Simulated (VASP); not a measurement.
Wanted: the native input for a VASP 6.6.1 run.

```yaml
Task: single point
Functional: PBE
Potentials_or_basis: VASP PAW PBE potentials, release 64 (Mg, O)
Cutoff: 520 eV
k_mesh: 9 × 9 × 6
Occupations: gaussian, width 0.05 eV
Spin: no spin polarisation
Dipole_correction: no
Further_INCAR_settings: ALGO = Normal; EDIFF = 1e-06; NBANDS = 16
```

The structure of MgO lies in POSCAR:

```
MgO
1.0
    3.6517149512      0.0000000000      0.0000000000
   -1.8258574756      3.1624779151      0.0000000000
    0.0000000000      0.0000000000      4.2575344616
Mg O
2 2
Direct
    0.6666666667      0.3333333333      0.7500000000
    0.3333333333      0.6666666667      0.2500000000
    0.6666666667      0.3333333333      0.2500000000
    0.3333333333      0.6666666667      0.7500000000
```

This cell differs from its parent crystal: volume 12.292 Å^3 an atom, c/a of the conventional cell 1.1659.

The input as run:

INCAR

```
SYSTEM = MgO
PREC = Accurate
ENCUT = 520
EDIFF = 1E-6
ISMEAR = 0
SIGMA = 0.05
LREAL = .False.
LASPH = .True.
NELM = 80
ALGO = Normal
ISIF = 2
LWAVE = .False.
LCHARG = .False.
GGA = PE
NBANDS = 16
```

KPOINTS

```
regular mesh
0
Gamma
  9 9 6
  0 0 0
```

Potentials or basis: VASP PAW PBE potentials, release 64 (Mg, O).

Launch:

```bash
$ cat potpaw_PBE.64/Mg/POTCAR potpaw_PBE.64/O/POTCAR > POTCAR
$ mpirun -np 1 vasp_std > vasp.out
```

It gave:

```yaml
Pressure: -8.4 GPa
Band_gap_on_the_k_mesh: 2.94 eV, direct
```

Wall time 20 s on 1 thread of Intel(R) Xeon(R) Platinum 8559C (Emerald Rapids), on a shared host, peak memory 0.18 GiB.
